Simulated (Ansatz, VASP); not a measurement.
**KTaO3 in VASP and in Ansatz**

The input INCAR:

```
  PREC = Accurate
  ENCUT = 520
  EDIFF = 1E-7
  ISMEAR = -1
  SIGMA = 0.05
  LREAL = False
  LASPH = True
  NELM = 150
  ALGO = Normal
  ISIF = 2
  LWAVE = False
  LCHARG = False
  LNONCOLLINEAR = True
  MAGMOM = 0 0 0 0 0 0 0 0 0 0 0 0 0 0 0
  LORBIT = 11
  LSORBIT = True
  GGA_COMPAT = False
  LORBMOM = True
  LMAXMIX = 4
  GGA = PE
  NBANDS = 53
```

The input KPOINTS:

```
regular mesh
0
Gamma
  5 5 5
```

Contents of POSCAR:

```
KTaO3
1.0
    3.9883000000      0.0000000000      0.0000000000
    0.0000000000      3.9883000000      0.0000000000
    0.0000000000      0.0000000000      3.9883000000
Ta K O
1 1 3
Direct
    0.0000000000      0.0000000000      0.0000000000
    0.5000000000      0.5000000000      0.5000000000
    0.0000000000      0.0000000000      0.5000000000
    0.0000000000      0.5000000000      0.0000000000
    0.5000000000      0.0000000000      0.0000000000
```

File input.yaml:

```yaml
crystal:
  lattice:
    - [3.9883, 0.0, 0.0]
    - [0.0, 3.9883, 0.0]
    - [0.0, 0.0, 3.9883]
  atoms:
    - { symbol: Ta, position: [0.0, 0.0, 0.0] }
    - { symbol: K, position: [0.5, 0.5, 0.5] }
    - { symbol: O, position: [0.0, 0.0, 0.5] }
    - { symbol: O, position: [0.0, 0.5, 0.0] }
    - { symbol: O, position: [0.5, 0.0, 0.0] }
hamiltonian:
  xc: pbe
  pseudopotentials: { kind: paw_fr }
magnetization:
  noncollinear: true
  spin_orbit: true
kpoints:
  mp_grid: { grid: [5, 5, 5] }
  band_path:
    path:
      - [[0.0, 0.0, 0.0], [0.0, 0.5, 0.0], [0.5, 0.5, 0.0], [0.0, 0.0, 0.0], [0.5, 0.5, 0.5], [0.0, 0.5, 0.0]]
      - [[0.5, 0.5, 0.0], [0.5, 0.5, 0.5]]
    npoints: 14
scf:
  occupations: { method: fermi_dirac, width: 0.05 }
  n_extra_bands: 12
output:
  forces: true
  stress: true
  eigenvalues: true
  fatbands: true
  write_density: true
  write_potential: true
  elf: true
  volumetric_format: npy
```

Alike in both runs: functional PBE; k mesh 5 × 5 × 5; occupations fermi-dirac, width 0.05 eV; non-collinear spin, spin-orbit coupling.

|  | VASP | Ansatz |
| --- | --- | --- |
| version | VASP 6.6.1 | Ansatz 0.2.0 |
| potentials or method | VASP PAW PBE potentials, release 64 (Ta_pv, K_sv, O) | Ansatz PAW |
| plane-wave cutoff (eV) | 520 | 420 |
| valence electrons in the cell | 38 | 40 |
| task | single point | band structure |

```tsv
	VASP	Ansatz	Ansatz less VASP
pressure (GPa)	6.3	5.2	-1.10
net moment per atom (μB)	0.00	0.00	0.000
```

VASP's potentials hold 38 valence electrons a cell and Ansatz's 40, so a difference there can come from the potentials and not from the codes.

Noted on Ansatz's run: the k mesh misses the band edges, so the gap on the mesh is wider than the one along the path.
